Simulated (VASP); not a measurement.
# Te2Mo in VASP: a series of runs, part 2 of 2

VASP 6.6.1. Earlier steps stand in the parts before.

### 4 Single point, PBE+D3(BJ) (layers slid over each other)

File INCAR:

```
SYSTEM = Te2Mo
PREC = Accurate ; ENCUT = 520
EDIFF = 1E-6 ; ISMEAR = 0
SIGMA = 0.05 ; LREAL = .False.
LASPH = .True. ; NELM = 100
ALGO = Normal ; ISIF = 2
LWAVE = .False. ; LCHARG = .True.
LDIPOL = .True. ; IDIPOL = 3
DIPOL = 0.5 0.5 0.410 ; GGA = PE
IVDW = 12 ; LELF = .True.
LVHAR = .True. ; LVACPOTAV = .True.
NBANDS = 35
```

File KPOINTS:

```
regular mesh
0
Gamma
  9 9 1
  0 0 0
```

File POSCAR:

```
Te2Mo
1.0
    3.5038817216      0.0000000000      0.0000000000
   -1.7519408608      3.0344505828      0.0000000000
    0.0000000000      0.0000000000     24.7677194079
Te Mo
4 2
Direct
    0.3333333333      0.6666666667      0.1816881048
    0.3333333333      0.6666666667      0.3284056788
    1.0000000000      1.0000000000      0.4911174704
    1.0000000000      1.0000000000      0.6378350444
    0.6666666667      0.3333333333      0.2550468918
    0.6666666667      1.3333333333      0.5644762574
```

Potentials or basis: VASP PAW PBE potentials, release 64 (Te, Mo_sv).

Launch:

```bash
$ cat potpaw_PBE.64/Te/POTCAR potpaw_PBE.64/Mo_sv/POTCAR > POTCAR
$ mpirun -np 1 vasp_std > vasp.out
```

OUTCAR:

```text
SYSTEM = Te2Mo
   PREC = Accurate
   ENCUT = 520
   EDIFF = 1E-6
   ISMEAR = 0
   LREAL = .False.
   LASPH = .True.
   NELM = 100
   ISIF = 2
   GGA = PE
   IVDW = 12
 IVDW          = 12

 ion  position               nearest neighbor table
   1  0.333  0.667  0.182-   5 2.72   5 2.72   5 2.72   2 3.63
   2  0.333  0.667  0.328-   5 2.72   5 2.72   5 2.72   1 3.63
   3  0.000  0.000  0.491-   6 2.72   6 2.72   6 2.72   4 3.63
   4  0.000  0.000  0.638-   6 2.72   6 2.72   6 2.72   3 3.63
   5  0.667  0.333  0.255-   1 2.72   2 2.72   1 2.72   2 2.72   1 2.72   2 2.72
   6  0.667  0.333  0.564-   4 2.72   3 2.72   4 2.72   3 2.72   4 2.72   3 2.72

  LATTYP: Found a hexagonal cell.
 ALAT       =     3.5038817216
 C/A-ratio  =     7.0686516771

  Lattice vectors:

 A1 = (   3.5038817216,   0.0000000000,   0.0000000000)
 A2 = (  -1.7519408608,   3.0344505828,   0.0000000000)
 A3 = (   0.0000000000,   0.0000000000,  24.7677194079)

Analysis of symmetry for initial positions (statically):
=====================================================================
 Subroutine PRICEL returns:
 Original cell was already a primitive cell.

 Routine SETGRP: Setting up the symmetry group for a
 hexagonal supercell.

 Subroutine GETGRP returns: Found 12 space group operations
 (whereof  6 operations were pure point group operations)
 out of a pool of 24 trial point group operations.

The static configuration has the point symmetry C_3v.
 The point group associated with its full space group is D_3d.

Analysis of symmetry for dynamics (positions and initial velocities):
=====================================================================
 Subroutine PRICEL returns:
 Original cell was already a primitive cell.

 Routine SETGRP: Setting up the symmetry group for a
 hexagonal supercell.

 Subroutine GETGRP returns: Found 12 space group operations
 (whereof  6 operations were pure point group operations)
 out of a pool of 24 trial point group operations.

The dynamic configuration has the point symmetry C_3v.
 The point group associated with its full space group is D_3d.

[... 121 lines left out ...]
   IVDW    =    12    specifies the selected vdW correction
   LEPSILON=     F    determine dielectric tensor
   LRPA    =     F    only Hartree local field effects (RPA)
 non-spin polarized calculation
 Gauss-broadening in eV      SIGMA  =   0.05
  energy-cutoff  :      520.00
  volume of cell :      263.34
 maximum number of plane-waves:      7173
 NGX is ok and might be reduce to    28
   NGX = 13   NGY = 13   NGZ = 93

 dipolmoment           0.000000      0.000000      0.000137 electrons x Angstroem

 number of electron      51.9999999 magnetization

 dipolmoment           0.000000      0.000000     -0.000000 electrons x Angstroem

 Free energy of the ion-electron system (eV)
  ---------------------------------------------------
  ext. energy  EPLUGINS =         0.00000000
  ---------------------------------------------------
  free energy    TOTEN  =       -36.01465652 eV

  energy without entropy =      -36.01465652  energy(sigma->0) =      -36.01465652

 E-fermi :   2.7052     XC(G=0):  -6.4645

 val. band max:        2.4676675610   @ k =   0.3333   0.3333   0.0000
 cond. band min:       3.6471086173   @ k =   0.3333   0.3333   0.0000
 fundamental gap:      1.1794410563
 Fermi energy:         2.7051969960

 k-point     1 :       0.0000    0.0000    0.0000
  band No.  band energies     occupation
      1     -58.1857      2.00000
      2     -58.1857      2.00000
      3     -32.3624      2.00000
      4     -32.3624      2.00000
      5     -32.2187      2.00000
      6     -32.2187      2.00000
[... 445 lines left out ...]
     34       6.5901      0.00000
     35       7.1697      0.00000

------------------------ aborting loop because EDIFF is reached ----------------------------------------

 Edisp (eV)   -2.68514

 E8    (eV) :    -1.2713

  FORCE on cell =-STRESS in cart. coord.  units (eV):
  Direction    XX          YY          ZZ          XY          YZ          ZX
  --------------------------------------------------------------------------------------
  -------------------------------------------------------------------------------------
  Total      -0.18841    -0.18841    -0.63191     0.00000    -0.00000     0.00000
  in kB      -1.14630    -1.14630    -3.84460     0.00000    -0.00000     0.00000
  external pressure =       -2.05 kB  Pullay stress =        0.00 kB

 VOLUME and BASIS-vectors are now :
 -----------------------------------------------------------------------------
  energy-cutoff  :      520.00
  volume of cell :      263.34
      direct lattice vectors                 reciprocal lattice vectors
     3.503881722  0.000000000  0.000000000     0.285397762  0.164774474  0.000000000
    -1.751940861  3.034450583  0.000000000     0.000000000  0.329548949  0.000000000
     0.000000000  0.000000000 24.767719408     0.000000000  0.000000000  0.040375134

 POSITION                                       TOTAL-FORCE (eV/Angst)
 -----------------------------------------------------------------------------------
     -0.00000      2.02297      4.50000         0.000000     -0.000000     -0.006739
     -0.00000      2.02297      8.13386         0.000000      0.000000      0.112311
      0.00000      0.00000     12.16386        -0.000000      0.000000     -0.112311
      0.00000      0.00000     15.79772        -0.000000     -0.000000      0.006739
      1.75194      1.01148      6.31693        -0.000000     -0.000000      0.025473
      1.75194      1.01148     13.98079         0.000000     -0.000000     -0.025473
 -----------------------------------------------------------------------------------
    total drift:                               -0.000001      0.000000      0.000013

  FREE ENERGIE OF THE ION-ELECTRON SYSTEM (eV)
  ---------------------------------------------------
  free  energy   TOTEN  =       -38.6997918236 eV

  energy  without entropy=      -38.6997918236  energy(sigma->0) =      -38.69979182

 vacuum level on the upper side and lower side of the slab         7.308         7.308
```

stdout:

```text
POSCAR found type information on POSCAR TeMo
 POSCAR found :  2 types and       6 ions
 scaLAPACK will be used
 LDA part: xc-table for (Slater+PW92), standard interpolation
 POSCAR, INCAR and KPOINTS ok, starting setup
 FFT: planning ... GRIDC
 FFT: planning ... GRID_SOFT
 FFT: planning ... GRID
 WAVECAR not read
 entering main loop
 -----------------------------------------------------------------------------
|                                                                             |
|           W    W    AA    RRRRR   N    N  II  N    N   GGGG   !!!           |
|           W    W   A  A   R    R  NN   N  II  NN   N  G    G  !!!           |
|           W    W  A    A  R    R  N N  N  II  N N  N  G       !!!           |
|           W WW W  AAAAAA  RRRRR   N  N N  II  N  N N  G  GGG   !            |
|           WW  WW  A    A  R   R   N   NN  II  N   NN  G    G                |
|           W    W  A    A  R    R  N    N  II  N    N   GGGG   !!!           |
|                                                                             |
|     Did not find any points to average over, which means that no vacuum     |
|     field-free region was found. Please increase the size of  your cell     |
|     in the dimension of the dipole correction to obtain accurate            |
|     workfunction values.                                                    |
|                                                                             |
 -----------------------------------------------------------------------------
```

It took 6.3 min on 1 thread of Intel Xeon 8259CL, shared host; peak memory 0.43 GiB.

What came out:

```
Free energy                : -38.6998 eV
Largest force              : 0.112 eV/Å
Band gap on the k mesh     : 1.18 eV
Dispersion energy per atom : -0.448 eV
```

Forces on the atoms (eV/Å):
```
Te   0.000  0.000 -0.007
Te   0.000  0.000  0.112
Te   0.000  0.000 -0.112
Te   0.000  0.000  0.007
Mo   0.000  0.000  0.025
Mo   0.000  0.000 -0.025
```

Caveat: the cell differs from its parent crystal (layers slid over each other); spin-orbit coupling is left out, which moves the levels of the heavy elements.

### 5 Summary

```csv
cell,gap on the mesh (eV),largest force (eV/Å)
"as given, atomic positions A",1.18,0.03
"as given, atomic positions B",1.16,0.15
"as given, atomic positions C",1.18,0.11
```

Alike in all rows: task single point; level PBE+D3(BJ); potentials or basis VASP PAW PBE potentials, release 64 (Te, Mo_sv); no spin polarisation; k mesh 9 × 9 × 1; cutoff (eV) 520; smearing gaussian 0.05 eV.

Caveats: spin-orbit coupling is left out, which moves the levels of the heavy elements.

Total energies depend on the potentials used, so only differences within one code and one set of settings carry meaning.
